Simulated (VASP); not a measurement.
A run of VASP 6.6.1:

Contents of INCAR:

```
SYSTEM = AlCo3
PREC = Accurate ; ENCUT = 520
EDIFF = 1E-6 ; ISMEAR = 0
SIGMA = 0.1 ; LREAL = .False.
LASPH = .True. ; NELM = 150
ALGO = Normal ; ISIF = 2
LWAVE = .False. ; LCHARG = .False.
ISPIN = 2 ; MAGMOM = 0 3 3 3
LORBIT = 11 ; LMAXMIX = 4
GGA = PS ; NBANDS = 27
```

File KPOINTS:

```
Automatic mesh
0
Gamma
  12 12 12
  0 0 0
```

File POSCAR:

```
AlCo3
1.0
    3.5266319691      0.0000000000      0.0000000000
    0.0000000000      3.5266319691      0.0000000000
    0.0000000000      0.0000000000      3.5266319691
Al Co
1 3
Direct
    0.0000000000      0.0000000000      0.0000000000
    0.5000000000      0.5000000000      0.0000000000
    0.5000000000      0.0000000000      0.5000000000
    0.0000000000      0.5000000000      0.5000000000
```

Potentials or basis: VASP PAW PBE potentials, release 64 (Al, Co).

Run with:

```bash
$ cat potpaw_PBE.64/Al/POTCAR potpaw_PBE.64/Co/POTCAR > POTCAR
$ mpirun -np 1 vasp_std > vasp.out
```

Hardware: 1 thread of Intel Xeon 8259CL, on a shared host.

**Question.** How long does it take, and how much memory?

**Answer.** Wall time 4.6 min on 1 thread of Intel Xeon 8259CL, on a shared host, peak memory 0.27 GiB. Counts: scf iterations 15, k points 84.
